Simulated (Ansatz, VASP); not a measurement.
CsPbBr3 in VASP and in Ansatz

File INCAR:

```
SYSTEM = CsPbBr3
ALGO = Normal ; EDIFF = 1E-7
EDIFFG = -0.005 ; ENCUT = 600
GGA = PS ; IBRION = 2
ISIF = 3 ; ISMEAR = 0
LASPH = .TRUE. ; LCHARG = .FALSE.
LREAL = .FALSE. ; LWAVE = .FALSE.
NELM = 80 ; NSW = 70
PREC = Accurate ; SIGMA = 0.02
```

File KPOINTS:

```
k-points
0
G
  6 6 6
  0 0 0
```

POSCAR

```
CsPbBr3
1.0
    6.0027199607      0.0000000000      0.0000000000
    0.0000000000      6.0027199607      0.0000000000
    0.0000000000      0.0000000000      6.0027199607
Cs Pb Br
1 1 3
Direct
    0.0000000000      0.0000000000      0.0000000000
    0.5000000000      0.5000000000      0.5000000000
    0.0000000000      0.5000000000      0.5000000000
    0.5000000000      0.0000000000      0.5000000000
    0.5000000000      0.5000000000      0.0000000000
```

Input for Ansatz:

```yaml
crystal:
  lattice:
    - [6.0027199607, 0.0, 0.0]
    - [0.0, 6.0027199607, 0.0]
    - [0.0, 0.0, 6.0027199607]
  atoms:
    - { symbol: Cs, position: [0.0, 0.0, 0.0] }
    - { symbol: Pb, position: [0.5, 0.5, 0.5] }
    - { symbol: Br, position: [0.0, 0.5, 0.5] }
    - { symbol: Br, position: [0.5, 0.0, 0.5] }
    - { symbol: Br, position: [0.5, 0.5, 0.0] }
basis:
  ecutwfc: 420
kpoints:
  mp_grid: { grid: [6, 6, 6] }
hamiltonian:
  xc: pbesol
scf:
  occupations: { method: gaussian, width: 0.02 }
output:
  forces: true
  stress: true
  eigenvalues: true
relax:
  adjacent_minimum: "off"
  f_tol: 0.005
  max_steps: 50
  cell: { stress_tol: 0.05 }
```

Alike in both runs: task relaxation of cell and atoms; functional PBEsol; k mesh 6 × 6 × 6; occupations gaussian, width 0.02 eV; no spin polarisation.

|  | VASP | Ansatz |
| --- | --- | --- |
| version | VASP 6.6.1 | Ansatz 0.2.0 |
| potentials or method | VASP PAW PBE potentials, release 64 (Cs_sv, Pb_d, Br), cutoff 600 eV | scalar-relativistic, plane waves, PAW |
| valence electrons in the cell | 44 | 44 |

Ansatz gave:

- gap on the k mesh at the Fermi level, each at its own relaxed structure (eV): 1.43
- relaxed volume (Å³/atom): 40.51
- relaxed cell length with the largest relative difference (Å): 5.873

Q: Which values does VASP return?

A: gap on the k mesh at the Fermi level, each at its own relaxed structure (eV): 1.44; relaxed volume (Å³/atom): 40.54; relaxed cell length with the largest relative difference (Å): 5.874.

VASP's potentials were made for PBE, not for PBEsol.

Neither program's run includes spin-orbit coupling.
